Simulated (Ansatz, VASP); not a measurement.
**SnSe2: VASP beside Ansatz**

```
Sn Se
1.0
     3.97816    0.00000    0.00000
    -1.98908    3.44518    0.00000
     0.00000    0.00000    5.96478
Sn Se
1 2
Cartesian
  0.0000 0.0000 0.0000
  0.0000 2.2968 1.5248
  1.9891 1.1484 4.4400
```

Change from the starting cell: epitaxial_xy strain +4.0%.

Alike in both runs: task single point; functional r2SCAN; k mesh 12 × 12 × 4; occupations fermi-dirac, width 0.02 eV; no spin polarisation.

```csv
,VASP,Ansatz
version,VASP 6.6.1,Ansatz 0.2.0
potentials or method,"VASP PAW PBE potentials, release 64 (Sn_d, Se)","plane waves, PAW"
plane-wave cutoff (eV),520,500
valence electrons in the cell,26,46
```

VASP gave:

| Quantity | Value |
| --- | --- |
| pressure (GPa) | -1.9 |
| traceless stress, the component that is largest in VASP (GPa) | 2.87 |
| rms of the force components (eV/Å) | 0.005 |

Question: Which values does Ansatz return?

Answer: Pressure (GPa): -2.0; traceless stress, the component that is largest in VASP (GPa): 2.88; rms of the force components (eV/Å): 0.010.

VASP's potentials were made for PBE, not for r2SCAN. Atom by atom the forces differ by 0.005 eV/Å (rms over components). VASP's potentials hold 26 valence electrons a cell and Ansatz's 46, so a difference there can come from the potentials and not from the codes.
